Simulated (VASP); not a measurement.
# Bi3O (P6/mmm) in VASP: notebook

The runs below take Bi3O through single point, with PBE.

Program: VASP 6.6.1. These are calculated values, not measurements. Logs are shortened: lines on timing, memory, paths and dates and some standing lists are left out, and cuts for length are marked.

**1. The cell of the first run**

The structure is hexagonal, space group P6/mmm (No. 191). The conventional cell has a = 4.317 Å, b = 4.317 Å, c = 6.753 Å, α = 90.00°, β = 90.00°, γ = 120.00°. Bi (site symmetry -6m2) has 3 Bi at 2.49 Å and 3 O at 2.49 Å within 3.3 Å. Within 4.4 Å of Bi (site symmetry 6/mmm) lie 2 O at 3.38 Å and 18 Bi at 4.20 to 4.32 Å. O (site symmetry 6/mmm) has 8 Bi at 2.49 to 3.38 Å within 3.4 Å.

The cell was generated, and may not be a known phase.

**2. Single point, PBE**

Contents of INCAR:

```
PREC = Accurate
ENCUT = 520
EDIFF = 1E-6
ISMEAR = 0
SIGMA = 0.1
LREAL = False
LASPH = True
NELM = 100
ALGO = Normal
ISIF = 2
LWAVE = False
LCHARG = False
GGA = PE
NBANDS = 34
```

Contents of KPOINTS:

```
Automatic mesh
0
Gamma
  6 6 4
```

Contents of POSCAR:

```
Bi3O
1.0
    4.3166199700      0.0000000000      0.0000000000
   -2.1583099900      3.7383025500      0.0000000000
    0.0000000000      0.0000000000      6.7526983500
Bi O
3 1
Direct
    0.3333333300      0.6666666700      0.5000000000
    0.6666666700      0.3333333300      0.5000000000
    0.0000000000      0.0000000000      0.0000000000
    0.0000000000      0.0000000000      0.5000000000
```

Potentials or basis: VASP PAW PBE potentials, release 64 (Bi_d, O).

Started as:

```
$ cat potpaw_PBE.64/Bi_d/POTCAR potpaw_PBE.64/O/POTCAR > POTCAR
$ mpirun -np 1 vasp_std > vasp.out
```

OUTCAR:

```text
PREC = Accurate
   ENCUT = 520
   EDIFF = 1E-6
   ISMEAR = 0
   LREAL = False
   LASPH = True
   NELM = 100
   ISIF = 2
   GGA = PE

 ion  position               nearest neighbor table
   1  0.333  0.667  0.500-   2 2.49   2 2.49   4 2.49   4 2.49   4 2.49   2 2.49
   2  0.667  0.333  0.500-   1 2.49   1 2.49   4 2.49   4 2.49   4 2.49   1 2.49
   3  0.000  0.000  0.000-
   4  0.000  0.000  0.500-   1 2.49   2 2.49   2 2.49   1 2.49   2 2.49   1 2.49

  LATTYP: Found a hexagonal cell.
 ALAT       =     4.3166199700
 C/A-ratio  =     1.5643485868

  Lattice vectors:

 A1 = (   4.3166199700,   0.0000000000,   0.0000000000)
 A2 = (  -2.1583099900,   3.7383025500,   0.0000000000)
 A3 = (   0.0000000000,   0.0000000000,   6.7526983500)

Analysis of symmetry for initial positions (statically):
=====================================================================
 Subroutine PRICEL returns:
 Original cell was already a primitive cell.

 Routine SETGRP: Setting up the symmetry group for a
 hexagonal supercell.

 Subroutine GETGRP returns: Found 24 space group operations
 (whereof 24 operations were pure point group operations)
 out of a pool of 24 trial point group operations.

The static configuration has the point symmetry D_6h.

Analysis of symmetry for dynamics (positions and initial velocities):
=====================================================================
 Subroutine PRICEL returns:
 Original cell was already a primitive cell.

 Routine SETGRP: Setting up the symmetry group for a
 hexagonal supercell.

 Subroutine GETGRP returns: Found 24 space group operations
 (whereof 24 operations were pure point group operations)
 out of a pool of 24 trial point group operations.

The dynamic configuration has the point symmetry D_6h.

 Subroutine INISYM returns: Found 24 space group operations
 (whereof 24 operations are pure point group operations),
 and found     1 'primitive' translations

----------------------------------------------------------------------------------------

                                     Primitive cell

  volume of cell :     108.9672

  direct lattice vectors                    reciprocal lattice vectors
     4.316619970  0.000000000  0.000000000     0.231662738  0.133750544  0.000000000
    -2.158309990  3.738302550  0.000000000     0.000000000  0.267501088  0.000000000
[... 83 lines left out ...]
   ENCUT  =  520.0 eV  38.22 Ry    6.18 a.u.   8.03  8.03 12.56*2*pi/ulx,y,z
   NELM   =    100;   NELMIN=  2; NELMDL= -5     # of ELM steps
   EDIFF  = 0.1E-05   stopping-criterion for ELM
   LREAL  =      F    real-space projection
   EDIFFG = 0.1E-04   stopping-criterion for IOM
   NSW    =      0    number of steps for IOM
   IBRION =     -1    ionic relax: 0-MD 1-quasi-New 2-CG
   NFREE  =      0    steps in history (QN), initial steepest desc. (CG)
   ISIF   =      2    stress and relaxation
   ISYM   =      2    0-nonsym 1-usesym 2-fastsym
   POTIM  = 0.5000    time-step for ionic-motion
   TEBEG  =    0.0;   TEEND  =   0.0 temperature during run
   PSTRESS=    0.0 pullay stress
   NELECT =      51.0000    total number of electrons
   NUPDOWN=      -1.0000    fix difference up-down
   EMIN   =  10.00;   EMAX   =-10.00  energy-range for DOS
   EFERMI =   0.00;   METHOD = LEGACY
   ISMEAR =     0;   SIGMA  =   0.10  broadening in eV -4-tet -1-fermi 0-gaus
   EFERMI_NEDOS =   21; number of points for ismear=-14 and -15
   IALGO  =     38    algorithm
   IMIX   =      4    mixing-type and parameters
     AMIX     =   0.40;   BMIX     =  1.00
     AMIX_MAG =   1.60;   BMIX_MAG =  1.00
  volume/ion in A,a.u.               =      27.24       183.84
  Fermi-wavevector in a.u.,A,eV,Ry     =   1.271061  2.401957 21.981515  1.615596
  Thomas-Fermi vector in A             =   2.404014
   LORBIT       =      0    0 simple, 1 ext, 2 COOP (PROOUT), +10 PAW based schemes
   GGA     = PE    functional components
   LHFCALC =     F    Hartree Fock is set to
   AEXX    =    0.0000 exact exchange contribution
   IVDW    =     0    specifies the selected vdW correction
   LEPSILON=     F    determine dielectric tensor
   LRPA    =     F    only Hartree local field effects (RPA)
 non-spin polarized calculation
 Gauss-broadening in eV      SIGMA  =   0.10
  energy-cutoff  :      520.00
  volume of cell :      108.97
 maximum number of plane-waves:      2958
   NGX = 17   NGY = 17   NGZ = 25

 number of electron      51.0000009 magnetization

 Free energy of the ion-electron system (eV)
  ---------------------------------------------------
  ext. energy  EPLUGINS =         0.00000000
  ---------------------------------------------------
  free energy    TOTEN  =        -9.83516914 eV

  energy without entropy =       -9.80235029  energy(sigma->0) =       -9.81875971

 E-fermi :   6.4860     XC(G=0):  -9.7158

 val. band max:        6.4767140378   @ k =   0.1667   0.1667   0.5000
 cond. band min:       6.4896544833   @ k =   0.1667   0.0000   0.2500
 fundamental gap:      0.0129404455
 Fermi energy:         6.4860052910

 k-point     1 :       0.0000    0.0000    0.0000
  band No.  band energies     occupation
      1     -17.8079      2.00000
      2     -17.6911      2.00000
      3     -17.6911      2.00000
      4     -17.3372      2.00000
      5     -17.3372      2.00000
      6     -17.0312      2.00000
[... 766 lines left out ...]
     33      13.4171      0.00000
     34      15.3792      0.00000

------------------------ aborting loop because EDIFF is reached ----------------------------------------

  FORCE on cell =-STRESS in cart. coord.  units (eV):
  Direction    XX          YY          ZZ          XY          YZ          ZX
  --------------------------------------------------------------------------------------
  -------------------------------------------------------------------------------------
  Total       27.7980404     27.7980403     -1.8777814     -0.0000000     -0.0000000      0.0000000
  in kB      408.7230694    408.7230688    -27.6095927     -0.0000005     -0.0000000      0.0000000
  external PRESSURE =     263.2788485 kB  Pullay stress =       0.0000000 kB

 VOLUME and BASIS-vectors are now :
 -----------------------------------------------------------------------------
  energy-cutoff  :      520.00
  volume of cell :      108.97
      direct lattice vectors                 reciprocal lattice vectors
     4.316619970  0.000000000  0.000000000     0.231662738  0.133750544  0.000000000
    -2.158309990  3.738302550  0.000000000     0.000000000  0.267501088  0.000000000
     0.000000000  0.000000000  6.752698350     0.000000000  0.000000000  0.148088949

 POSITION                                       TOTAL-FORCE (eV/Angst)
 -----------------------------------------------------------------------------------
     -0.00000      2.49220      3.37635         0.000000      0.000000      0.000000
      2.15831      1.24610      3.37635        -0.000000     -0.000000      0.000000
      0.00000      0.00000      0.00000        -0.000000     -0.000000      0.000000
      0.00000      0.00000      3.37635        -0.000000     -0.000000      0.000000
 -----------------------------------------------------------------------------------
    total drift:                               -0.000000      0.000000     -0.000000

  FREE ENERGIE OF THE ION-ELECTRON SYSTEM (eV)
  ---------------------------------------------------
  free  energy   TOTEN  =        -9.8351691354 eV

  energy  without entropy=       -9.8023502904  energy(sigma->0) =       -9.81875971
```

OSZICAR:

```text
N       E                     dE             d eps       ncg     rms          rms(c)
DAV:   1     0.628469545994E+03    0.62847E+03   -0.26166E+04  1428   0.180E+03
DAV:   2     0.670163692914E+02   -0.56145E+03   -0.54564E+03  1468   0.513E+02
DAV:   3    -0.942086626062E+01   -0.76437E+02   -0.74351E+02  1706   0.199E+02
DAV:   4    -0.132535908032E+02   -0.38327E+01   -0.38120E+01  1684   0.476E+01
DAV:   5    -0.134176564209E+02   -0.16407E+00   -0.16401E+00  2108   0.913E+00    0.105E+01
DAV:   6    -0.110731850827E+02    0.23445E+01   -0.17333E+01  2108   0.280E+01    0.108E+01
DAV:   7    -0.101481912865E+02    0.92499E+00   -0.20296E+01  1736   0.131E+01    0.272E+00
DAV:   8    -0.100087160195E+02    0.13948E+00   -0.83257E-01  1554   0.391E+00    0.234E+00
DAV:   9    -0.101183935507E+02   -0.10968E+00   -0.26359E+00  2026   0.637E+00    0.402E+00
DAV:  10    -0.987887081309E+01    0.23952E+00   -0.59042E-01  1658   0.288E+00    0.172E+00
DAV:  11    -0.983790416377E+01    0.40967E-01   -0.15393E-01  1764   0.178E+00    0.421E-01
DAV:  12    -0.983504190647E+01    0.28623E-02   -0.17665E-02  2130   0.686E-01    0.506E-02
DAV:  13    -0.983551185403E+01   -0.46995E-03   -0.21966E-03  1640   0.239E-01    0.160E-01
DAV:  14    -0.983516768851E+01    0.34417E-03   -0.73740E-04  1938   0.162E-01    0.271E-02
DAV:  15    -0.983519470806E+01   -0.27020E-04   -0.28854E-04  1758   0.765E-02    0.447E-02
DAV:  16    -0.983516845358E+01    0.26254E-04   -0.52032E-05  1692   0.443E-02    0.769E-03
DAV:  17    -0.983516913536E+01   -0.68178E-06   -0.70866E-06  1494   0.175E-02
   1 F= -.98351691E+01 E0= -.98187597E+01  d E =-.328188E-01
```

Wall time 2.2 min (1 thread of Intel Xeon 8259CL, shared host); peak memory 0.24 GiB.

What came out:

| Property | Result |
| --- | --- |
| Free energy | -9.8352 eV |
| Pressure | 26.3 GPa |
| Band gap on the k mesh | zero (an odd number of electrons rules out a gap without spin polarisation) |

Levels at points of the mesh, in eV from the Fermi level:
| k point | band 22 | band 23 | band 24 | band 25 | band 26 | band 27 | band 28 | band 29 |
| --- | --- | --- | --- | --- | --- | --- | --- | --- |
| (0.00, 0.00, 0.00) | -4.44 | -2.86 | -2.86 | -0.94 | 1.03 | 1.50 | 1.50 | 3.83 |
| (0.50, 0.00, 0.00) | -2.43 | -2.22 | -1.77 | -0.01 | 0.35 | 1.15 | 1.47 | 1.55 |
| (0.00, 0.00, 0.50) | -4.44 | -2.86 | -2.86 | -1.20 | -0.83 | 1.44 | 1.44 | 3.89 |
| (0.50, 0.00, 0.50) | -2.99 | -1.90 | -0.54 | -0.23 | 0.28 | 0.46 | 0.84 | 2.04 |

Caveat: the stress differs along the axes, from -3 to 41 GPa; spin-orbit coupling is left out, which moves the levels of the heavy elements.

**3. Single point, PBE**

This run uses another cell than the first one, of 28.33 Å³/atom.

Contents of INCAR:

```
SYSTEM = Bi3O
ALGO = Normal
EDIFF = 1E-6
ENCUT = 520
GGA = PE
ISIF = 2
ISMEAR = 0
LASPH = .True.
LCHARG = .False.
LREAL = .False.
LWAVE = .False.
NBANDS = 34
NELM = 100
PREC = Accurate
SIGMA = 0.1
```

Contents of KPOINTS:

```
k-points
0
Gamma
  6 6 4
  0 0 0
```

Contents of POSCAR:

```
Bi3O
1.0
    5.3710907575      0.0000000036      0.0000000000
   -2.6855453818      4.6515010402      0.0000000000
    0.0000000000      0.0000000000      4.5357044852
Bi O
3 1
Direct
    0.3333333333      0.6666666667      0.5000000000
    0.6666666667      0.3333333333      0.5000000000
    0.0000000000      0.0000000000      0.0000000000
    0.0000000000      0.0000000000      0.5000000000
```

Potentials or basis: VASP PAW PBE potentials, release 64 (Bi_d, O).

Started as:

```
$ cat potpaw_PBE.64/Bi_d/POTCAR potpaw_PBE.64/O/POTCAR > POTCAR
$ mpirun -np 1 vasp_std > vasp.out
```

OUTCAR:

```text
SYSTEM = Bi3O
   EDIFF = 1E-6
   ENCUT = 520
   GGA = PE
   ISIF = 2
   ISMEAR = 0
   LASPH = .True.
   LREAL = .False.
   NELM = 100
   PREC = Accurate

 ion  position               nearest neighbor table
   1  0.333  0.667  0.500-   2 3.10   2 3.10   2 3.10   3 3.84   3 3.84   3 3.84   3 3.84   3 3.84
                             3 3.84
   2  0.667  0.333  0.500-   1 3.10   1 3.10   1 3.10   3 3.84   3 3.84   3 3.84   3 3.84   3 3.84
                             3 3.84
[... 977 lines left out ...]
  --------------------------------------------------------------------------------------
  -------------------------------------------------------------------------------------
  Total        0.0144258      0.0144258      0.0177746      0.0000000      0.0000000     -0.0000000
  in kB        0.2039621      0.2039621      0.2513099      0.0000000      0.0000000     -0.0000000
  external PRESSURE =       0.2197447 kB  Pullay stress =       0.0000000 kB

 VOLUME and BASIS-vectors are now :
 -----------------------------------------------------------------------------
  energy-cutoff  :      520.00
  volume of cell :      113.32
      direct lattice vectors                 reciprocal lattice vectors
     5.371090758  0.000000004  0.000000000     0.186181922  0.107492183  0.000000000
    -2.685545382  4.651501040  0.000000000    -0.000000000  0.214984365  0.000000000
     0.000000000  0.000000000  4.535704485     0.000000000  0.000000000  0.220472917

 POSITION                                       TOTAL-FORCE (eV/Angst)
 -----------------------------------------------------------------------------------
     -0.00000      3.10100      2.26785         0.000000     -0.000000     -0.000000
      2.68555      1.55050      2.26785        -0.000000      0.000000      0.000000
      0.00000      0.00000      0.00000        -0.000000      0.000000      0.000000
      0.00000      0.00000      2.26785        -0.000000      0.000000      0.000000
 -----------------------------------------------------------------------------------
    total drift:                               -0.000000      0.000000      0.000000

  FREE ENERGIE OF THE ION-ELECTRON SYSTEM (eV)
  ---------------------------------------------------
  free  energy   TOTEN  =       -16.3120618854 eV

  energy  without entropy=      -16.2907228360  energy(sigma->0) =      -16.30139236
```

It took 2.5 min on 1 thread of Intel Xeon 8259CL, shared host; peak memory 0.26 GiB.

What came out:

* Free energy: -16.3121 eV
* Pressure: 0.0 GPa
* Band gap on the k mesh: zero (an odd number of electrons rules out a gap without spin polarisation)

Levels at points of the mesh, in eV from the Fermi level:
```csv
k point,band 22,band 23,band 24,band 25,band 26,band 27,band 28,band 29
"(0.00, 0.00, 0.00)",-3.95,-2.52,-2.52,-0.84,0.63,0.63,2.58,3.79
"(0.50, 0.00, 0.00)",-2.81,-0.83,-0.67,-0.33,-0.13,0.88,1.11,3.03
"(0.00, 0.00, 0.50)",-2.62,-2.21,-2.21,-0.72,-0.53,-0.53,0.62,2.81
"(0.50, 0.00, 0.50)",-2.30,-1.34,-1.12,-0.93,-0.73,-0.60,2.71,3.16
```

Caveat: spin-orbit coupling is left out, which moves the levels of the heavy elements.

The gap in the log of VASP goes by the Fermi energy; the results here count the filled bands.